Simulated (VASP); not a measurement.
Input of a VASP 6.6.1 run:

INCAR

```
PREC = Accurate ; ENCUT = 600
EDIFF = 1E-6 ; ISMEAR = -1
SIGMA = 0.05 ; LREAL = F
LASPH = T ; NELM = 60
ALGO = Normal ; ISIF = 3
LWAVE = F ; LCHARG = F
GGA = PS ; IVDW = 13
IBRION = 2 ; NSW = 60
EDIFFG = -0.01
```

The input KPOINTS:

```
Automatic mesh
0
Gamma
  7 7 7
```

The input POSCAR:

```
Al2O3
1.0
    2.3802500000      1.3742379782      4.3318666667
   -2.3802500000      1.3742379782      4.3318666667
    0.0000000000     -2.7484759565      4.3318666667
Al O
4 6
Direct
    0.8521600000      0.8521600000      0.8521600000
    0.6478400000      0.6478400000      0.6478400000
    0.1478400000      0.1478400000      0.1478400000
    0.3521600000      0.3521600000      0.3521600000
    0.0566800000      0.7500000000      0.4433200000
    0.7500000000      0.4433200000      0.0566800000
    0.4433200000      0.0566800000      0.7500000000
    0.9433200000      0.2500000000      0.5566800000
    0.2500000000      0.5566800000      0.9433200000
    0.5566800000      0.9433200000      0.2500000000
```

Potentials or basis: VASP PAW PBE potentials, release 64 (Al, O).

Command:

```console
$ cat potpaw_PBE.64/Al/POTCAR potpaw_PBE.64/O/POTCAR > POTCAR
$ mpirun -np 1 vasp_std > vasp.out
```

Problem. What does it give for the relaxed volume?

Solution. 8.46 Å³/atom.

Problem. Predict the dispersion energy per atom.

Solution. -0.154 eV.

Forces on the atoms (eV/Å):
```
Al   0.000  0.000  0.008
Al   0.000  0.000 -0.008
Al   0.000  0.000 -0.008
Al   0.000  0.000  0.008
O   -0.001 -0.001  0.000
O   -0.001  0.001  0.000
O    0.001  0.000  0.000
O    0.001  0.001  0.000
O    0.001 -0.001  0.000
O   -0.001  0.000  0.000
```

Caveat: the PAW data sets were made with another functional, which shifts forces and pressure a little.
